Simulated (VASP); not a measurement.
Write the native input for VASP 6.6.1 that does the following.

```
Task                   : single point
Functional             : PBE
Potentials or basis    : VASP PAW PBE potentials, release 64 (W_sv, O)
Cutoff                 : 520 eV
k mesh                 : 10 × 10 × 1
Occupations            : gaussian, width 0.1 eV
Spin                   : no spin polarisation
Dipole correction      : yes
Further INCAR settings : ALGO = Normal; EDIFF = 1e-06; NBANDS = 32
```

The structure of W3O lies in POSCAR:

```
W3O
1.0
    2.7571643597      0.0000000000      0.0000000000
   -0.9190547866      2.5994794874      0.0000000000
    0.0000000000      0.0000000000     19.8562161029
W O
3 1
Direct
    0.5000000000      0.5000000000      0.2014482507
    0.0000000000      0.0000000000      0.3111437107
    0.5000000000      0.5000000000      0.4208362792
    0.8333333333      0.8333333333      0.4939977280
```

The input as run:

INCAR

```
SYSTEM = W3O
PREC     = Accurate       ! precision mode
ENCUT    = 520            ! plane-wave cutoff, eV
EDIFF    = 1E-6           ! SCF threshold, eV
ISMEAR   = 0              ! smearing method
SIGMA    = 0.1            ! smearing width, eV
LREAL    = .FALSE.        ! projectors in reciprocal space
LASPH    = .TRUE.         ! aspherical terms in the spheres
NELM     = 100            ! most SCF steps
ALGO     = Normal         ! electronic algorithm
ISIF     = 2              ! what is computed and relaxed
LWAVE    = .FALSE.        ! write WAVECAR
LCHARG   = .FALSE.        ! write CHGCAR
LDIPOL   = .TRUE.       
IDIPOL   = 3            
DIPOL    = 0.5 0.5 0.357
GGA      = PE             ! functional
NBANDS   = 32             ! bands
```

KPOINTS

```
Automatic mesh
0
G
  10 10 1
  0 0 0
```

Potentials or basis: VASP PAW PBE potentials, release 64 (W_sv, O).

The run is started by

```bash
$ cat potpaw_PBE.64/W_sv/POTCAR potpaw_PBE.64/O/POTCAR > POTCAR
$ mpirun -np 1 vasp_std > vasp.out
```

Results of the run:

| Property | Result |
| --- | --- |
| Largest force | 1.603 eV/Å |
| Band gap on the k mesh | zero (band 24 reaches 1.54 eV, above the bottom of band 25 at -0.14 eV) |

Caveat: spin-orbit coupling is left out, which moves the levels of the heavy elements.

Run time: 3 min on 1 thread of Intel(R) Xeon(R) Platinum 8488C (Sapphire Rapids), on a shared host, peak memory 0.34 GiB.
